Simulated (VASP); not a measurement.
# GaN (Pmc2_1) in VASP: further runs, part 2 of 2

VASP 6.6.1. Earlier steps stand in the parts before.

## Step 4: Single point, PBE (mode 11 frozen in at -0.080 Å and mode 13 at -0.039 Å (largest displacements))

The input, INCAR:

```
  PREC = Accurate
  ENCUT = 520
  EDIFF = 1E-6
  ISMEAR = 0
  SIGMA = 0.05
  LREAL = F
  LASPH = T
  NELM = 60
  ALGO = Normal
  ISIF = 2
  LWAVE = F
  LCHARG = F
  GGA = PE
  NBANDS = 46
```

The input, KPOINTS:

```
regular mesh
0
Gamma
  8 6 6
```

The input, POSCAR:

```
GaN
1.0
   -3.2185392732      0.0000000000      0.0000000000
    0.0000000000      0.0000000000     -5.2433778863
    0.0000000001     -5.5746735474      0.0000000000
Ga N
4 4
Direct
    0.5000000000      0.0048218064      0.1800678951
    0.0000000000     -0.0060989068      0.6532676578
    0.0000000000      0.4939010932      0.3467323422
    0.5000000000      0.5048218064      0.8199321049
    0.5000000000      0.6292430046      0.1689389244
    0.0000000000      0.6339824627      0.6644084769
    0.0000000000      0.1339824627      0.3355915231
    0.5000000000      0.1292430046      0.8310610756
```

Potentials or basis: VASP PAW PBE potentials, release 64 (Ga_d, N).

Command:

```console
$ cat potpaw_PBE.64/Ga_d/POTCAR potpaw_PBE.64/N/POTCAR > POTCAR
$ mpirun -np 1 vasp_std > vasp.out
```

OUTCAR:

```text
PREC = Accurate
   ENCUT = 520
   EDIFF = 1E-6
   ISMEAR = 0
   LREAL = F
   LASPH = T
   NELM = 60
   ISIF = 2
   GGA = PE

 ion  position               nearest neighbor table
   1  0.500  0.005  0.180-   7 1.95   7 1.95   5 1.97   8 2.05
   2  0.000  0.994  0.653-   6 1.89   7 1.92   8 2.02   8 2.02
   3  0.000  0.494  0.347-   7 1.89   6 1.92   5 2.02   5 2.02
   4  0.500  0.505  0.820-   6 1.95   6 1.95   8 1.97   5 2.05
   5  0.500  0.629  0.169-   1 1.97   3 2.02   3 2.02   4 2.05
   6  0.000  0.634  0.664-   2 1.89   3 1.92   4 1.95   4 1.95
   7  0.000  0.134  0.336-   3 1.89   2 1.92   1 1.95   1 1.95
   8  0.500  0.129  0.831-   4 1.97   2 2.02   2 2.02   1 2.05

  LATTYP: Found a simple orthorhombic cell.
 ALAT       =     3.2185392732
 B/A-ratio  =     1.6291172613
 C/A-ratio  =     1.7320508076

  Lattice vectors:

 A1 = (  -3.2185392732,   0.0000000000,   0.0000000000)
 A2 = (   0.0000000000,   0.0000000000,  -5.2433778863)
 A3 = (   0.0000000001,  -5.5746735474,   0.0000000000)

Analysis of symmetry for initial positions (statically):
=====================================================================
 Subroutine PRICEL returns:
 Original cell was already a primitive cell.

 Routine SETGRP: Setting up the symmetry group for a
 simple orthorhombic supercell.

 Subroutine GETGRP returns: Found  4 space group operations
 (whereof  2 operations were pure point group operations)
 out of a pool of  8 trial point group operations.

The static configuration has the point symmetry C_1h.
 The point group associated with its full space group is C_2v.

Analysis of symmetry for dynamics (positions and initial velocities):
=====================================================================
 Subroutine PRICEL returns:
 Original cell was already a primitive cell.

 Routine SETGRP: Setting up the symmetry group for a
[... 137 lines left out ...]
   IMIX   =      4    mixing-type and parameters
     AMIX     =   0.40;   BMIX     =  1.00
     AMIX_MAG =   1.60;   BMIX_MAG =  1.00
  volume/ion in A,a.u.               =      11.76        79.36
  Fermi-wavevector in a.u.,A,eV,Ry     =   1.497462  2.829793 30.509608  2.242393
  Thomas-Fermi vector in A             =   2.609347
   LORBIT       =      0    0 simple, 1 ext, 2 COOP (PROOUT), +10 PAW based schemes
   GGA     = PE    functional components
   LHFCALC =     F    Hartree Fock is set to
   AEXX    =    0.0000 exact exchange contribution
   IVDW    =     0    specifies the selected vdW correction
   LEPSILON=     F    determine dielectric tensor
   LRPA    =     F    only Hartree local field effects (RPA)
 non-spin polarized calculation
 Gauss-broadening in eV      SIGMA  =   0.05
  energy-cutoff  :      520.00
  volume of cell :       94.08
 maximum number of plane-waves:      2568
 NGX is ok and might be reduce to    24
   NGX = 11   NGY = 19   NGZ = 21

 number of electron      72.0000031 magnetization

 Free energy of the ion-electron system (eV)
  ---------------------------------------------------
  ext. energy  EPLUGINS =         0.00000000
  ---------------------------------------------------
  free energy    TOTEN  =       -48.31045836 eV

  energy without entropy =      -48.31045836  energy(sigma->0) =      -48.31045836

 E-fermi :   5.3402     XC(G=0): -11.5143

 val. band max:        5.1299386414   @ k =   0.0000   0.0000   0.0000
 cond. band min:       6.6713950428   @ k =   0.0000   0.0000   0.0000
 fundamental gap:      1.5414564014
 Fermi energy:         5.3402465670

 k-point     1 :       0.0000    0.0000    0.0000
  band No.  band energies     occupation
      1     -10.9745      2.00000
      2     -10.3617      2.00000
      3      -9.6085      2.00000
      4      -9.5427      2.00000
      5      -8.4744      2.00000
      6      -8.4554      2.00000
[... 1165 lines left out ...]
     45      14.4593      0.00000
     46      14.7165      0.00000

 [... further k-points ...]
[... 5 lines left out ...]
  --------------------------------------------------------------------------------------
  -------------------------------------------------------------------------------------
  Total       -0.2785100     -0.2433032      2.4041913      0.0000000      0.0000000      0.0000000
  in kB       -4.7430957     -4.1435159     40.9439934      0.0000000      0.0000000      0.0000000
  external PRESSURE =      10.6857939 kB  Pullay stress =       0.0000000 kB

 VOLUME and BASIS-vectors are now :
 -----------------------------------------------------------------------------
  energy-cutoff  :      520.00
  volume of cell :       94.08
      direct lattice vectors                 reciprocal lattice vectors
    -3.218539273  0.000000000  0.000000000    -0.310699953 -0.000000000  0.000000000
     0.000000000  0.000000000 -5.243377886     0.000000000  0.000000000 -0.190716752
     0.000000000 -5.574673547  0.000000000     0.000000000 -0.179382701  0.000000000

 POSITION                                       TOTAL-FORCE (eV/Angst)
 -----------------------------------------------------------------------------------
     -1.60927     -1.00382     -0.02528        -0.000000      1.570956      0.232945
      0.00000     -3.64175     -5.21140         0.000000     -1.697775     -1.308623
      0.00000     -1.93292     -2.58971        -0.000000      1.697775     -1.308623
     -1.60927     -4.57085     -2.64697         0.000000     -1.570956      0.232945
     -1.60927     -0.94178     -3.29936         0.000000     -0.076880      0.360500
      0.00000     -3.70386     -3.32421         0.000000     -0.145621      0.715179
      0.00000     -1.87081     -0.70252        -0.000000      0.145621      0.715179
     -1.60927     -4.63289     -0.67767        -0.000000      0.076880      0.360500
 -----------------------------------------------------------------------------------
    total drift:                               -0.000000     -0.000012     -0.000320

  FREE ENERGIE OF THE ION-ELECTRON SYSTEM (eV)
  ---------------------------------------------------
  free  energy   TOTEN  =       -48.3104583649 eV

  energy  without entropy=      -48.3104583649  energy(sigma->0) =      -48.31045836
```

OSZICAR:

```text
N       E                     dE             d eps       ncg     rms          rms(c)
DAV:   1     0.798855349991E+03    0.79886E+03   -0.32872E+04  8170   0.290E+03
DAV:   2     0.103942055907E+03   -0.69491E+03   -0.65879E+03  7584   0.714E+02
DAV:   3    -0.438461400704E+02   -0.14779E+03   -0.14311E+03  8470   0.219E+02
DAV:   4    -0.558149150344E+02   -0.11969E+02   -0.11847E+02  9424   0.643E+01
DAV:   5    -0.562114120989E+02   -0.39650E+00   -0.39566E+00  9290   0.120E+01    0.153E+01
DAV:   6    -0.480513134284E+02    0.81601E+01   -0.24769E+01 13708   0.553E+01    0.420E+00
DAV:   7    -0.483525494552E+02   -0.30124E+00   -0.40614E+00  8232   0.114E+01    0.381E+00
DAV:   8    -0.483174259260E+02    0.35124E-01   -0.24829E-01 11118   0.670E+00    0.113E+00
DAV:   9    -0.483107631919E+02    0.66627E-02   -0.74620E-02 10190   0.370E+00    0.559E-01
DAV:  10    -0.483101453333E+02    0.61786E-03   -0.11870E-02  9970   0.123E+00    0.321E-01
DAV:  11    -0.483103335713E+02   -0.18824E-03   -0.17813E-03  9832   0.883E-01    0.112E-01
DAV:  12    -0.483104325018E+02   -0.98931E-04   -0.11571E-03 10304   0.582E-01    0.686E-02
DAV:  13    -0.483104595161E+02   -0.27014E-04   -0.44796E-04  9846   0.178E-01    0.468E-02
DAV:  14    -0.483104610832E+02   -0.15670E-05   -0.23277E-05 12606   0.122E-01    0.178E-02
DAV:  15    -0.483104576384E+02    0.34448E-05   -0.27848E-05 10514   0.531E-02    0.408E-03
DAV:  16    -0.483104583649E+02   -0.72657E-06   -0.72252E-06  8074   0.308E-02
   1 F= -.48310458E+02 E0= -.48310458E+02  d E =-.203154E-11
```

stdout:

```text
POSCAR found type information on POSCAR GaN
 POSCAR found :  2 types and       8 ions
 scaLAPACK will be used
 LDA part: xc-table for (Slater+PW92), standard interpolation
 POSCAR, INCAR and KPOINTS ok, starting setup
 FFT: planning ... GRIDC
 FFT: planning ... GRID_SOFT
 FFT: planning ... GRID
 WAVECAR not read
 entering main loop
```

It took 3.4 min on 1 thread of Intel Xeon Platinum 8488C (Sapphire Rapids), shared host; peak memory 0.36 GiB.

Results:

| Quantity | Value |
| --- | --- |
| Free energy | -48.3105 eV |
| Pressure | 1.1 GPa |
| Largest force | 2.144 eV/Å |
| Band gap on the k mesh | 1.54 eV, direct |

Forces in eV/Å, atoms in the order of the input:
```
Ga   0.000  1.571  0.233
Ga   0.000 -1.698 -1.309
Ga   0.000  1.698 -1.309
Ga   0.000 -1.571  0.233
N    0.000 -0.077  0.360
N    0.000 -0.146  0.715
N    0.000  0.146  0.715
N    0.000  0.077  0.360
```

Stress tensor (GPa, compression positive):
```
-0.47  0.00  0.00
 0.00 -0.41  0.00
 0.00  0.00  4.09
```

Levels at points of the mesh, in eV from the valence-band top:
```tsv
k point	band 34	band 35	band 36	band 37	band 38	band 39
(0.00, 0.00, 0.00)	-0.26	-0.06	0.00	1.54	3.98	4.90
(0.50, 0.00, 0.00)	-2.03	-1.92	-1.78	4.99	5.87	6.10
(0.00, 0.50, 0.00)	-0.58	-0.47	-0.47	3.81	3.81	4.24
(0.50, 0.50, 0.00)	-2.06	-1.49	-1.49	5.30	5.30	5.78
(0.00, 0.00, 0.50)	-0.81	-0.54	-0.26	3.80	4.11	5.64
(0.50, 0.00, 0.50)	-2.17	-1.07	-0.82	4.49	5.03	5.26
(0.00, 0.50, 0.50)	-1.81	-0.85	-0.85	4.65	4.65	5.19
(0.50, 0.50, 0.50)	-1.90	-1.60	-1.60	3.77	3.77	4.47
```

Caveat: the cell differs from its parent crystal (mode 11 frozen in at -0.080 Å and mode 13 at -0.039 Å (largest displacements)); forces of over 1 eV/Å act on the atoms, so gaps and moduli don't describe the material at rest.
